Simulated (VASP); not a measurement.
CsBe3Ag:

```xyz
5
Lattice="4.0367 0.0000 0.0000 0.0000 4.0367 0.0000 0.0000 0.0000 6.3439" Properties=species:S:1:pos:R:3 pbc="T T T"
Cs    0.0000    0.0000    0.0000
Be    0.0000    2.0183    3.1720
Be    2.0183    0.0000    3.1720
Be    2.0183    2.0183    3.1720
Ag    0.0000    0.0000    3.1720
```

The cell was built from a structure type or drawn by symmetry, and may not be a known phase.

| Quantity | Value |
| --- | --- |
| Program | VASP 6.6.1 |
| Task | relaxation of cell and atoms |
| Functional | PBE |
| Potentials or basis | VASP PAW PBE potentials, release 64 (Cs_sv, Be, Ag) |
| Cutoff | 600 eV |
| k mesh | 4 × 4 × 4 |
| Occupations | gaussian, width 0.1 eV |
| Spin | no spin polarisation |

At the start: pressure 14.9 GPa; volume 20.67 Å³/atom.

**Question.** Where does the relaxation end?

**Answer.** Over 6 steps the energy falls by 238.6 meV/atom and the volume is 27.19 Å³/atom (+31.5 %); space group P4/mmm (No. 123, to 0.1 Å) before and after.

The path:
| step | energy change (eV) | largest force (eV/Å) | pressure (GPa) | volume (Å³) |
| --- | --- | --- | --- | --- |
| 1 | 0.0000 | 0.0000 | 14.86 | 103.37 |
| 2 | -1.0901 | 0.0000 | -0.72 | 134.62 |
| 3 | -1.1138 | 0.0000 | 0.76 | 129.17 |
| 4 | -1.1141 | 0.0000 | 0.59 | 129.72 |
| 5 | -1.1652 | 0.0000 | 0.30 | 132.36 |
| 6 | -1.1928 | 0.0000 | 0.05 | 135.96 |

Final structure:
```
Cs Be Ag
1.0
     4.41150    0.00000    0.00000
     0.00000    4.41150    0.00000
     0.00000    0.00000    6.98632
Cs Be Ag
1 3 1
Direct
  0.00000 0.00000 0.00000
  0.00000 0.50000 0.50000
  0.50000 0.00000 0.50000
  0.50000 0.50000 0.50000
  0.00000 0.00000 0.50000
```

Caveat: the k points lie up to 0.36 Å⁻¹ apart in the final cell; the volume moved by over 15 % at a fixed basis, so the end points are rough.
